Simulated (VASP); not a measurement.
# CoSi (Pm-3m) in VASP: a series of runs, part 2 of 2

VASP 6.6.1.

## 5. Single point, PBE0, collinear spin, ferromagnetic start

This run uses another cell than the first one, of 10.59 Å³/atom, 0.995 times its volume.

Input file POSCAR:

```
CoSi
1.0
    2.7667262748      0.0000000000      0.0000000000
    0.0000000000      2.7667262748      0.0000000000
    0.0000000000      0.0000000000      2.7667262748
Co Si
1 1
Direct
    0.0000000000      0.0000000000      0.0000000000
    0.5000000000      0.5000000000      0.5000000000
```

Input file INCAR.step1:

```
SYSTEM = CoSi
PREC = Accurate ; ENCUT = 520
EDIFF = 1E-5 ; ISMEAR = -1
SIGMA = 0.05 ; LREAL = .False.
LASPH = .True. ; NELM = 150
ALGO = Normal ; ISIF = 2
LWAVE = .True. ; LCHARG = .False.
ISPIN = 2 ; MAGMOM = 2 0
LORBIT = 11 ; LMAXMIX = 4
NBANDS = 18 ; GGA = PE
```

Input file INCAR.step2:

```
SYSTEM = CoSi
PREC = Accurate ; ENCUT = 520
EDIFF = 1E-6 ; ISMEAR = -1
SIGMA = 0.05 ; LREAL = .False.
LASPH = .True. ; NELM = 150
ALGO = Normal ; ISIF = 2
LWAVE = .False. ; LCHARG = .False.
ISPIN = 2 ; MAGMOM = 2 0
LORBIT = 11 ; LMAXMIX = 4
GGA = PE ; LHFCALC = .True.
AEXX = 0.25 ; PRECFOCK = Normal
NBANDS = 18 ; ISTART = 1
```

Input file KPOINTS:

```
regular mesh
0
Gamma
  5 5 5
  0 0 0
```

The run is started by

```sh
cat potpaw_PBE.64/Co/POTCAR potpaw_PBE.64/Si/POTCAR > POTCAR
cp INCAR.step1 INCAR
mpirun -np 1 vasp_std > vasp.out
cp INCAR.step2 INCAR
mpirun -np 1 vasp_std > vasp.out
```

Run time: 28 min. Hardware: 1 thread of Oxide Virtual Turin-like, shared host; peak memory 0.13 GiB.

It converged, with:

```yaml
Free_energy: -17.5011 eV
Pressure: 0.1 GPa
Net_moment: 0.87 μB per cell
Site_moments: Co +0.97; Si +0.02 μB
Valence_electrons_inside_the_program's_atomic_spheres: Co 8.68; Si 1.61
```

Levels at points of the mesh, in eV from the Fermi level:
Spin up:
```
           k point  band 3  band 4  band 5  band 6  band 7  band 8  band 9  band 10  band 11  band 12
(0.00, 0.00, 0.00)   -8.05   -4.77   -4.77   -4.77    2.72    2.72    2.72     7.05     7.05    12.79
```
Spin down:
```
           k point  band 2  band 3  band 4  band 5  band 6  band 7  band 8  band 9  band 10  band 11
(0.00, 0.00, 0.00)   -5.28   -5.28   -3.92   -3.92   -3.92    2.72    2.72    2.72     8.39     8.39
```

Caveat: the k points lie up to 0.45 Å⁻¹ apart; the PAW data sets were made with another functional, which shifts forces and pressure a little.

## 6. Single point, PBE0, collinear spin, ferromagnetic start

This run uses another cell than the first one, of 10.76 Å³/atom, 1.011 times its volume.

Input file POSCAR:

```
CoSi
1.0
    2.7813340000      0.0000000000      0.0000000000
    0.0000000000      2.7813340000      0.0000000000
    0.0000000000      0.0000000000      2.7813340000
Co Si
1 1
Direct
    0.0000000000      0.0000000000      0.0000000000
    0.5000000000      0.5000000000      0.5000000000
```

Input file INCAR.step1:

```
SYSTEM = CoSi
PREC     = Accurate       ! precision mode
ENCUT    = 520            ! plane-wave cutoff, eV
EDIFF    = 1E-5           ! SCF threshold, eV
ISMEAR   = -1             ! smearing method
SIGMA    = 0.05           ! smearing width, eV
LREAL    = .FALSE.        ! projectors in reciprocal space
LASPH    = .TRUE.         ! aspherical terms in the spheres
NELM     = 150            ! most SCF steps
ALGO     = Normal         ! electronic algorithm
ISIF     = 2              ! what is computed and relaxed
LWAVE    = .TRUE.         ! write WAVECAR
LCHARG   = .FALSE.        ! write CHGCAR
ISPIN    = 2              ! spin polarisation
MAGMOM   = 2 0            ! initial moments
LORBIT   = 11             ! projections on sites
LMAXMIX  = 4              ! l up to which the mixer works
NBANDS   = 18             ! bands
GGA      = PE             ! functional
```

Input file INCAR.step2:

```
SYSTEM = CoSi
PREC     = Accurate       ! precision mode
ENCUT    = 520            ! plane-wave cutoff, eV
EDIFF    = 1E-7           ! SCF threshold, eV
ISMEAR   = -1             ! smearing method
SIGMA    = 0.05           ! smearing width, eV
LREAL    = .FALSE.        ! projectors in reciprocal space
LASPH    = .TRUE.         ! aspherical terms in the spheres
NELM     = 150            ! most SCF steps
ALGO     = Normal         ! electronic algorithm
ISIF     = 2              ! what is computed and relaxed
LWAVE    = .FALSE.        ! write WAVECAR
LCHARG   = .FALSE.        ! write CHGCAR
ISPIN    = 2              ! spin polarisation
MAGMOM   = 2 0            ! initial moments
LORBIT   = 11             ! projections on sites
LMAXMIX  = 4              ! l up to which the mixer works
GGA      = PE             ! functional
LHFCALC  = .TRUE.         ! exact exchange
AEXX     = 0.25           ! exact-exchange fraction
PRECFOCK = Normal       
NBANDS   = 18             ! bands
ISTART   = 1
```

Input file KPOINTS:

```
Automatic mesh
0
G
  5 5 5
  0 0 0
```

Potentials or basis: VASP PAW PBE potentials, release 64 (Co, Si).

The run is started by

```sh
cat potpaw_PBE.64/Co/POTCAR potpaw_PBE.64/Si/POTCAR > POTCAR
cp INCAR.step1 INCAR
mpirun -np 1 vasp_std > vasp.out
cp INCAR.step2 INCAR
mpirun -np 1 vasp_std > vasp.out
```

Run time: 31 min. Hardware: 1 thread of Oxide Virtual Turin-like, shared host; peak memory 0.13 GiB.

The run converged. Its results:

```yaml
Free_energy: -17.4971 eV
Pressure: -3.7 GPa
Net_moment: 0.87 μB per cell
Site_moments: Co +0.98; Si +0.02 μB
Valence_electrons_inside_the_program's_atomic_spheres: Co 8.64; Si 1.60
```

Levels at points of the mesh, in eV from the Fermi level:
Spin up:
```csv
k point,band 4,band 5,band 6,band 7,band 8,band 9,band 10,band 11
"(0.00, 0.00, 0.00)",-4.66,-4.66,-4.66,2.74,2.74,2.74,7.09,7.09
```
Spin down:
| k point | band 3 | band 4 | band 5 | band 6 | band 7 | band 8 | band 9 | band 10 |
| --- | --- | --- | --- | --- | --- | --- | --- | --- |
| (0.00, 0.00, 0.00) | -5.08 | -3.81 | -3.81 | -3.81 | 2.73 | 2.73 | 2.73 | 8.41 |

Caveat: the k points lie up to 0.45 Å⁻¹ apart; the PAW data sets were made with another functional, which shifts forces and pressure a little.

## 7. Overview

| level | cell | share of exact exchange | screening parameter | gap on the mesh (eV) | pressure (GPa) | moment (μB) |
| --- | --- | --- | --- | --- | --- | --- |
| PBE-based screened hybrid | a = 2.771 Å, 2 atoms | 0.25 | 0.3 1/Å | none | 0.2 | 0.87 |
| PBEsol-based global hybrid | a = 2.781 Å, 2 atoms | 0.25 | - | none | -8.4 | 0.87 |
| B3LYP | a = 2.781 Å, 2 atoms | - | - | none | 5.6 | 0.87 |
| PBE0 | a = 2.767 Å, 2 atoms | - | - | none | 0.1 | 0.87 |
| PBE0 | a = 2.781 Å, 2 atoms | - | - | none | -3.7 | 0.87 |

Alike in all rows: task single point; potentials or basis VASP PAW PBE potentials, release 64 (Co, Si); spin collinear, ferromagnetic start; k mesh 5 × 5 × 5; cutoff (eV) 520; smearing fermi-dirac 0.05 eV.

Caveats: all runs use coarse meshes; the PAW data sets were made with another functional, which shifts forces and pressure a little.

Absolute energies hang on the potentials; compare differences alone.
